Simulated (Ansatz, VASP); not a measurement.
## Two plane-wave programs on Rh

INCAR

```
PREC = Accurate ; ENCUT = 530
EDIFF = 1E-6 ; ISMEAR = -1
SIGMA = 0.1 ; LREAL = False
LASPH = True ; NELM = 120
ALGO = Normal ; ISIF = 2
LWAVE = False ; LCHARG = True
GGA = CA ; LELF = True
LVHAR = True ; NBANDS = 24
GGA_COMPAT = False
```

File KPOINTS:

```
regular mesh
0
Gamma
  12 12 7
```

POSCAR

```
Rh
1.0
    2.6367312341      0.0000000000      0.0000000000
   -1.3183660998      2.2834760471      0.0000000000
    0.0000000000      0.0000000000      4.2756591193
Rh
2
Direct
    0.6666666667      0.3333333333      0.7500000000
    0.3333333333      0.6666666667      0.2500000000
```

Input for Ansatz:

```yaml
crystal:
  lattice:
    - [2.636731234080898, 0.0, 0.0]
    - [-1.3183660997851414, 2.283476047062621, 0.0]
    - [0.0, 0.0, 4.275659119342801]
  atoms:
    - { symbol: Rh, position: [0.6666666666666666, 0.3333333333333333, 0.75] }
    - { symbol: Rh, position: [0.3333333333333333, 0.6666666666666666, 0.25] }
basis:
  ecutwfc: 489.804952427784
kpoints:
  mp_grid:
    grid: [12, 12, 7]
hamiltonian:
  xc: lda
scf:
  occupations:
    method: fermi_dirac
output:
  stress: true
```

Alike in both runs: task single point; functional LDA; k mesh 12 × 12 × 7; no spin polarisation.

|  | VASP | Ansatz |
| --- | --- | --- |
| version | VASP 6.6.1 | Ansatz 0.2.0 |
| potentials or method | VASP PAW LDA potentials, release 64 (Rh_sv_GW), cutoff 530 eV | plane waves, PAW |
| occupations | fermi-dirac, width 0.1 eV | fermi-dirac |
| valence electrons in the cell | 34 | 34 |

Ansatz gave:

```
pressure (GPa)                                                : 10.8
traceless stress, the component that is largest in VASP (GPa) : -0.61
```

Task: What did VASP give for the same quantities?

Result: Pressure (GPa): 8.8; traceless stress, the component that is largest in VASP (GPa): -0.62.

LDA's correlation is that of Perdew and Zunger in VASP and of Perdew and Wang (1992) in Ansatz.
